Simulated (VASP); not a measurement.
# Br (P6_3/mmc) in VASP: further runs

Br is run at these levels: PBE; tasks: single point.

Everything below comes from runs of VASP 6.6.1. Logs are shortened: lines on timing, memory, paths and dates and some standing lists are left out, and cuts for length are marked.

## 1. The cell of the first run

The structure is hexagonal, space group P6_3/mmc (No. 194). The conventional cell has a = 3.233 Å, b = 3.233 Å, c = 4.314 Å, α = 90.00°, β = 90.00°, γ = 120.00°. Within 3.8 Å of Br (site symmetry -6m2) lie 12 Br at 2.85 to 3.23 Å.

## 2. Single point, PBE (volume scaled by 0.68)

File INCAR:

```
SYSTEM = Br
ALGO = Normal
EDIFF = 1E-6
ENCUT = 520
GGA = PE
ISIF = 2
ISMEAR = -1
LASPH = .True.
LCHARG = .False.
LREAL = .False.
LWAVE = .False.
NBANDS = 14
NELM = 80
PREC = Accurate
SIGMA = 0.05
```

File KPOINTS:

```
k-points
0
Gamma
  14 14 8
  0 0 0
```

File POSCAR:

```
Br
1.0
    3.2327020706      0.0000000000      0.0000000000
   -1.6163510353      2.7996021160      0.0000000000
    0.0000000000      0.0000000000      4.3135933517
Br
2
Direct
    0.3333333333      0.6666666667      0.2500000000
    0.6666666667      0.3333333333      0.7500000000
```

Potentials or basis: VASP PAW PBE potentials, release 64 (Br).

Launch:

```console
$ cat potpaw_PBE.64/Br/POTCAR > POTCAR
$ mpirun -np 1 vasp_std > vasp.out
```

OUTCAR:

```text
SYSTEM = Br
   EDIFF = 1E-6
   ENCUT = 520
   GGA = PE
   ISIF = 2
   ISMEAR = -1
   LASPH = .True.
   LREAL = .False.
   NELM = 80
   PREC = Accurate

 ion  position               nearest neighbor table
   1  0.333  0.667  0.250-
   2  0.667  0.333  0.750-

  LATTYP: Found a hexagonal cell.
 ALAT       =     3.2327020706
 C/A-ratio  =     1.3343615519

  Lattice vectors:

 A1 = (   3.2327020706,   0.0000000000,   0.0000000000)
 A2 = (  -1.6163510353,   2.7996021160,   0.0000000000)
 A3 = (   0.0000000000,   0.0000000000,   4.3135933517)

Analysis of symmetry for initial positions (statically):
=====================================================================
 Subroutine PRICEL returns:
 Original cell was already a primitive cell.

 Routine SETGRP: Setting up the symmetry group for a
 hexagonal supercell.

 Subroutine GETGRP returns: Found 24 space group operations
 (whereof 12 operations were pure point group operations)
 out of a pool of 24 trial point group operations.

The static configuration has the point symmetry D_3d.
 The point group associated with its full space group is D_6h.

Analysis of symmetry for dynamics (positions and initial velocities):
=====================================================================
 Subroutine PRICEL returns:
 Original cell was already a primitive cell.

 Routine SETGRP: Setting up the symmetry group for a
 hexagonal supercell.

 Subroutine GETGRP returns: Found 24 space group operations
 (whereof 12 operations were pure point group operations)
 out of a pool of 24 trial point group operations.

The dynamic configuration has the point symmetry D_3d.
 The point group associated with its full space group is D_6h.

 Subroutine INISYM returns: Found 24 space group operations
 (whereof 12 operations are pure point group operations),
 and found     1 'primitive' translations

----------------------------------------------------------------------------------------

                                     Primitive cell

  volume of cell :      39.0392

  direct lattice vectors                    reciprocal lattice vectors
     3.232702071  0.000000000  0.000000000     0.309338745  0.178596807  0.000000000
    -1.616351035  2.799602116  0.000000000     0.000000000  0.357193615  0.000000000
     0.000000000  0.000000000  4.313593352     0.000000000  0.000000000  0.231825283

  length of vectors
     3.232702071  3.232702071  4.313593352     0.357193615  0.357193615  0.231825283

  position of ions in fractional coordinates (direct lattice)
     0.333333333  0.666666667  0.250000000
     0.666666667  0.333333333  0.750000000

  ion indices of the primitive-cell ions
   primitive index   ion index
                 1           1
                 2           2

----------------------------------------------------------------------------------------

 KPOINTS: k-points

Automatic generation of k-mesh.
 Grid dimensions read from file:
 generate k-points for:   14   14    8

 Generating k-lattice:

  Cartesian coordinates                     Fractional coordinates (reciprocal lattice)
     0.022095625  0.012756915  0.000000000     0.071428571  0.000000000  0.000000000
     0.000000000  0.025513830  0.000000000     0.000000000  0.071428571  0.000000000
     0.000000000  0.000000000  0.028978160     0.000000000  0.000000000  0.125000000

  Length of vectors
     0.025513830  0.025513830  0.028978160

  Shift w.r.t. Gamma in fractional coordinates (k-lattice)
     0.000000000  0.000000000  0.000000000

 Subroutine IBZKPT returns following result:
 ===========================================

 Found    120 irreducible k-points:

 Following reciprocal coordinates:
            Coordinates               Weight
  0.000000  0.000000  0.000000      1.000000
  0.071429  0.000000  0.000000      6.000000
  0.142857  0.000000  0.000000      6.000000
  0.214286  0.000000  0.000000      6.000000
  0.285714  0.000000  0.000000      6.000000
  0.357143  0.000000  0.000000      6.000000
[... 16 lines left out ...]
  0.285714  0.285714  0.000000      6.000000
  0.357143  0.285714  0.000000      6.000000
 [... further k-points ...]
   k-points           NKPTS =    120   k-points in BZ     NKDIM =    120   number of bands    NBANDS=     14
   number of dos      NEDOS =    301   number of ions     NIONS =      2
   total plane-waves  NPLWV =  18432
   dimension x,y,z NGX =    24 NGY =   24 NGZ =   32
   dimension x,y,z NGXF=    48 NGYF=   48 NGZF=   64
   ions per type =               2
   NGX,Y,Z   is equivalent  to a cutoff of  12.34, 12.34, 12.33 a.u.
   NGXF,Y,Z  is equivalent  to a cutoff of  24.68, 24.68, 24.67 a.u.
 SYSTEM =  Br
   PREC   = accura    normal or accurate (medium, high low for compatibility)
   ISTART =      0    job   : 0-new  1-cont  2-samecut
   ICHARG =      2    charge: 1-file 2-atom 10-const
   ISPIN  =      1    spin polarized calculation?
   LNONCOLLINEAR =      F non collinear calculations
   LSORBIT =      F    spin-orbit coupling
   LASPH  =      T    aspherical Exc in radial PAW
   ENCUT  =  520.0 eV  38.22 Ry    6.18 a.u.   6.01  6.01  8.02*2*pi/ulx,y,z
   NELM   =     80;   NELMIN=  2; NELMDL= -5     # of ELM steps
   EDIFF  = 0.1E-05   stopping-criterion for ELM
   LREAL  =      F    real-space projection
   EDIFFG = 0.1E-04   stopping-criterion for IOM
   NSW    =      0    number of steps for IOM
   IBRION =     -1    ionic relax: 0-MD 1-quasi-New 2-CG
   NFREE  =      0    steps in history (QN), initial steepest desc. (CG)
   ISIF   =      2    stress and relaxation
   ISYM   =      2    0-nonsym 1-usesym 2-fastsym
   POTIM  = 0.5000    time-step for ionic-motion
   TEBEG  =    0.0;   TEEND  =   0.0 temperature during run
   PSTRESS=    0.0 pullay stress
   NELECT =      14.0000    total number of electrons
   NUPDOWN=      -1.0000    fix difference up-down
   EMIN   =  10.00;   EMAX   =-10.00  energy-range for DOS
   EFERMI =   0.00;   METHOD = LEGACY
   ISMEAR =    -1;   SIGMA  =   0.05  broadening in eV -4-tet -1-fermi 0-gaus
   EFERMI_NEDOS =   21; number of points for ismear=-14 and -15
   IALGO  =     38    algorithm
   IMIX   =      4    mixing-type and parameters
     AMIX     =   0.40;   BMIX     =  1.00
     AMIX_MAG =   1.60;   BMIX_MAG =  1.00
  volume/ion in A,a.u.               =      19.52       131.72
  Fermi-wavevector in a.u.,A,eV,Ry     =   1.163100  2.197941 18.405988  1.352802
  Thomas-Fermi vector in A             =   2.299654
   LORBIT       =      0    0 simple, 1 ext, 2 COOP (PROOUT), +10 PAW based schemes
   GGA     = PE    functional components
   LHFCALC =     F    Hartree Fock is set to
   AEXX    =    0.0000 exact exchange contribution
   IVDW    =     0    specifies the selected vdW correction
   LEPSILON=     F    determine dielectric tensor
   LRPA    =     F    only Hartree local field effects (RPA)
 non-spin polarized calculation
  energy-cutoff  :      520.00
  volume of cell :       39.04
 maximum number of plane-waves:      1067
   NGX = 13   NGY = 13   NGZ = 17

 number of electron      13.9999996 magnetization

 Free energy of the ion-electron system (eV)
  ---------------------------------------------------
  ext. energy  EPLUGINS =         0.00000000
  ---------------------------------------------------
  free energy    TOTEN  =        -1.41291460 eV

  energy without entropy =       -1.39779072  energy(sigma->0) =       -1.40535266

 E-fermi :   5.5745     XC(G=0): -10.7300

 val. band max:        5.5714105021   @ k =   0.3571   0.0714   0.5000
 cond. band min:       5.5744931022   @ k =   0.4286   0.0714   0.1250
 fundamental gap:      0.0030826000
 Fermi energy:         5.5744907386

 k-point     1 :       0.0000    0.0000    0.0000
  band No.  band energies     occupation
      1     -12.5435      2.00000
      2      -8.3516      2.00000
      3      -1.5754      2.00000
      4       4.0210      2.00000
      5       4.0210      2.00000
      6       6.0370      0.00019
      7       6.0370      0.00019
      8       7.8145      0.00000
      9      11.4938      0.00000
     10      14.4605      0.00000
     11      16.5419      0.00000
     12      16.5419      0.00000
     13      18.6471      0.00000
     14      18.6471      0.00000

 k-point     2 :       0.0714    0.0000    0.0000
  band No.  band energies     occupation
      1     -12.4753      2.00000
      2      -8.3393      2.00000
      3      -1.4976      2.00000
      4       3.6279      2.00000
      5       3.8720      2.00000
      6       5.7736      0.03664
      7       6.0919      0.00006
      8       7.6517      0.00000
      9      11.8587      0.00000
     10      14.7162      0.00000
     11      16.2037      0.00000
     12      16.6936      0.00000
     13      18.3508      0.00000
     14      18.4179      0.00000

 k-point     3 :       0.1429    0.0000    0.0000
  band No.  band energies     occupation
      1     -12.2739      2.00000
      2      -8.3133      2.00000
      3      -1.2664      2.00000
      4       2.7072      2.00000
      5       3.5168      2.00000
      6       5.0939      1.99987
      7       6.1816      0.00001
      8       7.1870      0.00000
      9      12.5454      0.00000
     10      14.7313      0.00000
     11      16.5189      0.00000
     12      17.1880      0.00000
     13      17.6365      0.00000
     14      17.7317      0.00000
[... 324 lines left out ...]
 k-point    23 :       0.2857    0.2857    0.0000
  band No.  band energies     occupation
      1      -9.9869      2.00000
      2      -9.0702      2.00000
      3      -0.5719      2.00000
      4       1.3255      2.00000
      5       1.6191      2.00000
      6       2.3916      2.00000
      7       3.1819      2.00000
      8       4.2451      2.00000
      9      11.8118      0.00000
     10      15.0917      0.00000
     11      15.8197      0.00000
     12      18.6965      0.00000
     13      20.4496      0.00000
     14      21.0148      0.00000

 k-point    24 :       0.3571    0.2857    0.0000
  band No.  band energies     occupation
      1      -9.6924      2.00000
      2      -9.3070      2.00000
      3      -0.7192      2.00000
      4       1.6504      2.00000
      5       2.0029      2.00000
      6       2.0651      2.00000
      7       2.7225      2.00000
      8       4.0748      2.00000
      9      11.6050      0.00000
     10      15.2871      0.00000
     11      17.2068      0.00000
     12      17.2894      0.00000
     13      20.9121      0.00000
     14      21.4647      0.00000

 [... further k-points ...]
[... 5 lines left out ...]
  --------------------------------------------------------------------------------------
  -------------------------------------------------------------------------------------
  Total        5.3335774      5.3335774      5.3459939      0.0000000     -0.0000000      0.0000000
  in kB      218.8910402    218.8910402    219.4006167      0.0000000     -0.0000000      0.0000000
  external PRESSURE =     219.0608990 kB  Pullay stress =       0.0000000 kB

 VOLUME and BASIS-vectors are now :
 -----------------------------------------------------------------------------
  energy-cutoff  :      520.00
  volume of cell :       39.04
      direct lattice vectors                 reciprocal lattice vectors
     3.232702071  0.000000000  0.000000000     0.309338745  0.178596807  0.000000000
    -1.616351035  2.799602116  0.000000000     0.000000000  0.357193615  0.000000000
     0.000000000  0.000000000  4.313593352     0.000000000  0.000000000  0.231825283

 POSITION                                       TOTAL-FORCE (eV/Angst)
 -----------------------------------------------------------------------------------
     -0.00000      1.86640      1.07840         0.000000     -0.000000      0.000000
      1.61635      0.93320      3.23520        -0.000000      0.000000      0.000000
 -----------------------------------------------------------------------------------
    total drift:                               -0.000000      0.000000      0.000000

  FREE ENERGIE OF THE ION-ELECTRON SYSTEM (eV)
  ---------------------------------------------------
  free  energy   TOTEN  =        -1.4129145987 eV

  energy  without entropy=       -1.3977907194  energy(sigma->0) =       -1.40535266
```

It took 24 s on 1 thread of Intel Xeon 6975P-C (Granite Rapids), shared host; peak memory 0.18 GiB.

Results:

- Free energy: -1.4129 eV
- Pressure: 21.9 GPa
- Band gap on the k mesh: zero (band 7 reaches 6.65 eV, above the bottom of band 8 at 3.93 eV)

Levels at points of the mesh, in eV from the Fermi level:
| k point | band 5 | band 6 | band 7 | band 8 | band 9 | band 10 |
| --- | --- | --- | --- | --- | --- | --- |
| (0.00, 0.00, 0.00) | -1.55 | 0.46 | 0.46 | 2.24 | 5.92 | 8.89 |
| (0.50, 0.00, 0.00) | -3.71 | -3.42 | -2.04 | 0.46 | 4.94 | 8.94 |
| (0.00, 0.00, 0.50) | -0.57 | -0.57 | -0.57 | -0.57 | 8.57 | 8.57 |
| (0.50, 0.00, 0.50) | -1.90 | -1.90 | -0.28 | -0.28 | 7.56 | 7.56 |

## 3. Single point, PBE (volume scaled by 0.68)

File INCAR:

```
PREC = Accurate ; ENCUT = 520
EDIFF = 1E-7 ; ISMEAR = -1
SIGMA = 0.05 ; LREAL = False
LASPH = True ; NELM = 60
ALGO = Normal ; ISIF = 2
LWAVE = False ; LCHARG = True
GGA = PE ; LELF = True
LVHAR = True ; NBANDS = 14
```

File KPOINTS:

```
regular mesh
0
Gamma
  14 14 8
```

POSCAR is that of step 2.

Potentials or basis: VASP PAW PBE potentials, release 64 (Br).

Launch:

```console
$ cat potpaw_PBE.64/Br/POTCAR > POTCAR
$ mpirun -np 1 vasp_std > vasp.out
```

It took 25 s on 1 thread of Intel Xeon 6975P-C (Granite Rapids), shared host; peak memory 0.18 GiB.

Results (log left out):

| Property | Result |
| --- | --- |
| Free energy | -1.4129 eV |
| Pressure | 21.9 GPa |
| Band gap on the k mesh | zero (band 7 reaches 6.65 eV, above the bottom of band 8 at 3.93 eV) |

Levels at points of the mesh, in eV from the Fermi level:
| k point | band 3 | band 4 | band 5 | band 6 | band 7 | band 8 | band 9 | band 10 | band 11 | band 12 |
| --- | --- | --- | --- | --- | --- | --- | --- | --- | --- | --- |
| (0.00, 0.00, 0.00) | -7.15 | -1.55 | -1.55 | 0.46 | 0.46 | 2.24 | 5.92 | 8.89 | 10.97 | 10.97 |
| (0.50, 0.00, 0.00) | -6.03 | -4.45 | -3.71 | -3.42 | -2.04 | 0.46 | 4.94 | 8.94 | 10.12 | 10.24 |
| (0.00, 0.00, 0.50) | -2.47 | -2.47 | -0.57 | -0.57 | -0.57 | -0.57 | 8.57 | 8.57 | 10.24 | 10.24 |
| (0.50, 0.00, 0.50) | -7.08 | -7.08 | -1.90 | -1.90 | -0.28 | -0.28 | 7.56 | 7.56 | 10.38 | 10.38 |
